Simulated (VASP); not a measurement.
The system is ZnO (zincite).

```
Zn O
1.0
     3.29207    0.00000    0.00000
    -1.64603    2.85101    0.00000
     0.00000    0.00000    5.27421
Zn O
2 2
Direct
  0.66667 0.33333 0.00000
  0.33333 0.66667 0.50000
  0.33333 0.66667 0.87901
  0.66667 0.33333 0.37901
```

Base run:

- Program: VASP 6.6.1
- Functional: revPBE
- Potentials or basis: VASP PAW PBE potentials, release 64 (Zn, O)
- Cutoff: 520 eV
- k mesh: 9 × 9 × 5
- Occupations: fermi-dirac, width 0.05 eV
- Spin: no spin polarisation

Its results: band gap on the k mesh 0.80 eV, direct; pressure 3.6 GPa; largest force 0.065 eV/Å.

Question: After a change of settings the same cell gave: band gap on the k mesh 0.63 eV, direct; pressure -5.6 GPa; largest force 0.052 eV/Å. Which change was it?
A. functional from revPBE to LDA; potentials or basis from VASP PAW PBE potentials, release 64 (Zn, O) to VASP PAW LDA potentials, release 64 (Zn, O)
B. functional from revPBE to PBE; further incar settings from ALGO = Normal; EDIFF = 1e-07; NBANDS = 26 to ALGO = Normal; EDIFF = 1e-06; NBANDS = 26
C. functional from revPBE to PBEsol
D. functional from revPBE to RPBE; dispersion from none to D3(BJ)

Answer: C.

PBEsol binds more tightly than revPBE, so the same cell stands under less pressure.

Caveats: the PAW data sets were made with another functional, which shifts forces and pressure a little.
